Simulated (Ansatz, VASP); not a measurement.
# Re in VASP and in Ansatz

```
CELL_PARAMETERS angstrom
0.00000 2.11469 1.81208
2.11469 0.00000 1.81208
2.11469 2.11469 0.00000
ATOMIC_POSITIONS crystal
Re 0.00000 0.00000 0.00000
```

Alike in both runs: task single point; functional PBE; k mesh 10 × 10 × 10; occupations gaussian, width 0.15 eV; no spin polarisation.

```csv
,VASP,Ansatz
version,VASP 6.6.1,Ansatz 0.2.0
potentials or method,"VASP PAW PBE potentials, release 64 (Re), cutoff 520 eV","scalar-relativistic, plane waves, PAW"
valence electrons in the cell,7,15
```

|  | VASP | Ansatz | Ansatz less VASP |
| --- | --- | --- | --- |
| gap on the k mesh at the Fermi level (eV) | none | none | - |
| pressure (GPa) | -22.5 | -21.7 | +0.85 |
| traceless stress, the component that is largest in VASP (GPa) | 12.82 | 12.62 | -0.201 |

A gap of «none» marks a metal or a gap that the smearing closes. VASP's potentials hold 7 valence electrons a cell and Ansatz's 15, so a difference there can come from the potentials and not from the codes.

Spin-orbit coupling is off throughout.
